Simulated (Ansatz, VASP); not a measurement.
# Two plane-wave programs on SiC

The input INCAR:

```
PREC = Accurate ; ENCUT = 520
EDIFF = 1E-6 ; ISMEAR = 0
SIGMA = 0.05 ; LREAL = F
LASPH = T ; NELM = 100
ALGO = Normal ; ISIF = 2
LWAVE = F ; LCHARG = T
GGA = PS ; LELF = T
LVHAR = T ; NBANDS = 11
```

Contents of KPOINTS:

```
Automatic mesh
0
Gamma
  12 12 12
```

File POSCAR:

```
SiC
1.0
    0.0000000000      2.2373605634      2.2373605634
    2.2373605634      0.0000000000      2.2373605634
    2.1225093879      2.1225093879      0.1148511756
Si C
1 1
Direct
    0.0000000000      0.0000000000      0.0000000000
    0.7500000000      0.7500000000      0.7500000000
```

Input for Ansatz:

```yaml
crystal:
  lattice:
    - [0.0, 2.2373605634, 2.2373605634]
    - [2.2373605634, 0.0, 2.2373605634]
    - [2.1225093879, 2.1225093879, 0.1148511756]
  atoms:
    - { symbol: Si, position: [0.0, 0.0, 0.0] }
    - { symbol: C, position: [0.75, 0.75, 0.75] }
basis:
  ecutwfc: 520.0
kpoints:
  mp_grid: { grid: [12, 12, 12] }
hamiltonian:
  xc: pbesol
  pseudopotentials: { kind: paw, azcp: { folder: soft_1 } }
scf:
  occupations: { method: gaussian, width: 0.05 }
output:
  forces: true
  stress: true
  eigenvalues: true
```

Alike in both runs: task single point; functional PBEsol; k mesh 12 × 12 × 12; occupations gaussian, width 0.05 eV; no spin polarisation.

|  | VASP | Ansatz |
| --- | --- | --- |
| version | VASP 6.6.1 | Ansatz 0.2.0 |
| potentials or method | VASP PAW PBE potentials, release 64 (Si, C), cutoff 520 eV | scalar-relativistic, plane waves, PAW |
| valence electrons in the cell | 8 | 8 |

```tsv
	VASP	Ansatz	Ansatz less VASP
gap on the k mesh at the Fermi level (eV)	0.90	0.91	+0.017
least direct gap on the mesh (eV)	3.86	3.87	+0.017
pressure (GPa)	2.4	2.1	-0.35
traceless stress, the component that is largest in VASP (GPa)	15.62	15.51	-0.107
rms of the force components (eV/Å)	0.669	0.662	-0.0064
```

VASP's potentials were made for PBE, not for PBEsol, and Ansatz warns of the same on its side. Atom by atom the forces differ by 0.006 eV/Å (rms over components).
